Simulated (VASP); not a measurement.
W, 1 atom in the cell. It takes space group Fm-3m (No. 225, cubic). The conventional cell has a = 4.060 Å, b = 4.060 Å, c = 4.060 Å, α = 90.00°, β = 90.00°, γ = 90.00°. W (site symmetry m-3m) has 12 W at 2.87 Å within 3.8 Å. 

* Program: VASP 6.6.1
* Task: single point
* Functional: PBEsol
* Potentials or basis: VASP PAW PBE potentials, release 64 (W_sv)
* Cutoff: 520 eV
* k mesh: 22 × 22 × 22
* Occupations: gaussian, width 0.15 eV
* Spin: no spin polarisation
* Dipole correction: no
* Further INCAR settings: ALGO = Normal; EDIFF = 1e-06; NBANDS = 13

Potentials or basis: VASP PAW PBE potentials, release 64 (W_sv).

Run with:

```bash
$ cat potpaw_PBE.64/W_sv/POTCAR > POTCAR
$ mpirun -np 1 vasp_std > vasp.out
```

Hardware: 1 thread of Intel(R) Xeon(R) 6975P-C (Granite Rapids) (shared host).

Estimate the wall time of this run.

Wall time 18 s on 1 thread of Intel(R) Xeon(R) 6975P-C (Granite Rapids), on a shared host, peak memory 0.19 GiB. Counts: scf iterations 11, k points 328.
